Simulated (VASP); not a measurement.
Crystal: CoSi2.

```xyz
3
Lattice="0.0000 2.7154 2.7154 2.7154 0.0000 2.7154 2.7154 2.7154 0.0000" Properties=species:S:1:pos:R:3 pbc="T T T"
Co    0.0000    0.0000    0.0000
Si    1.3577    1.3577    1.3577
Si    4.0731    4.0731    4.0731
```

Base run:

| Item | Value |
| --- | --- |
| Program | VASP 6.6.1 |
| Functional | PBE |
| Potentials or basis | VASP PAW PBE potentials, release 64 (Co, Si) |
| Cutoff | 520 eV |
| k mesh | 14 × 14 × 14 |
| Occupations | gaussian, width 0.15 eV |
| Spin | collinear spin, ferromagnetic start |
| Starting moments | [0.825, 0.0, 0.0] μB |
| Fixed moment | 0.825 μB |

Its results: pressure -3.9 GPa; site moments Co +0.51; Si +0.06 μB.

Question: The run is repeated on the same cell with these changes: fixed moment from 0.825 μB to 1.1 μB; moments at the start from [0.82, 0.0, 0.0] to [1.1, 0.0, 0.0]. What comes out?

Answer: Pressure -1.6 GPa; site moments Co +0.70; Si +0.08 μB.

Caveats: the total moment is fixed, so each spin has its own Fermi level.
